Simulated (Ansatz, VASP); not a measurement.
# CoSi in VASP and in Ansatz

Contents of INCAR:

```
  ALGO = Normal
  EDIFF = 1E-6
  ENCUT = 520
  GGA = PE
  ISIF = 2
  ISMEAR = -1
  KPAR = 4
  LASPH = True
  LCHARG = False
  LMAXMIX = 4
  LNONCOLLINEAR = True
  LORBIT = 11
  LREAL = False
  LWAVE = False
  MAGMOM = 0 0 0.6 0 0 0.6 0 0 0 0 0 0
  NBANDS = 40
  NELM = 150
  PREC = Accurate
  SIGMA = 0.03
```

The input KPOINTS:

```
k-points
0
Gamma
  13 13 7
```

The input POSCAR:

```
CoSi
1.0
    2.7813340000      0.0000000000      0.0000000000
    0.0000000000      2.7813340000      0.0000000000
    0.0000000000      0.0000000000      5.5626680000
Co Si
2 2
Direct
    0.0000000000      0.0000000000      0.0000000000
    0.0000000000      0.0000000000      0.5000000000
    0.5000000000      0.5000000000      0.2500000000
    0.5000000000      0.5000000000      0.7500000000
```

Input for Ansatz:

```yaml
crystal:
  lattice:
    - [2.781334, 0.0, 0.0]
    - [0.0, 2.781334, 0.0]
    - [0.0, 0.0, 5.562668]
  atoms:
    - { symbol: Co, position: [0.0, 0.0, 0.0], spin: 0.6, spin_axis: [0.0, 0.0, 1.0] }
    - { symbol: Co, position: [0.0, 0.0, 0.5], spin: 0.6, spin_axis: [0.0, 0.0, 1.0] }
    - { symbol: Si, position: [0.5, 0.5, 0.25] }
    - { symbol: Si, position: [0.5, 0.5, 0.75] }
magnetization:
  noncollinear: true
kpoints:
  mp_grid: { grid: [13, 13, 7] }
scf:
  occupations: { method: fermi_dirac, width: 0.03 }
  lower_state_search: "off"
hamiltonian:
  xc: pbe
  pseudopotentials: { kind: paw }
output:
  eigenvalues: false
```

Alike in both runs: task single point; functional PBE; k mesh 13 × 13 × 7; occupations fermi-dirac, width 0.03 eV; non-collinear spin.

|  | VASP | Ansatz |
| --- | --- | --- |
| version | VASP 6.6.1 | Ansatz 0.2.0 |
| potentials or method | VASP PAW PBE potentials, release 64 (Co, Si) | PAW with Ansatz's default frozen-core files, scalar-relativistic |
| plane-wave cutoff (eV) | 520 | 420 |
| valence electrons in the cell | 26 | 42 |

```csv
,VASP,Ansatz,Ansatz less VASP
net moment per atom (μB),0.29,0.30,+0.011
size of the moment on the site where the two differ most (μB),0.57,0.58,+0.005
```

Site moments also hang on the region over which each program counts them. VASP's potentials hold 26 valence electrons a cell and Ansatz's 42, so a difference there can come from the potentials and not from the codes.
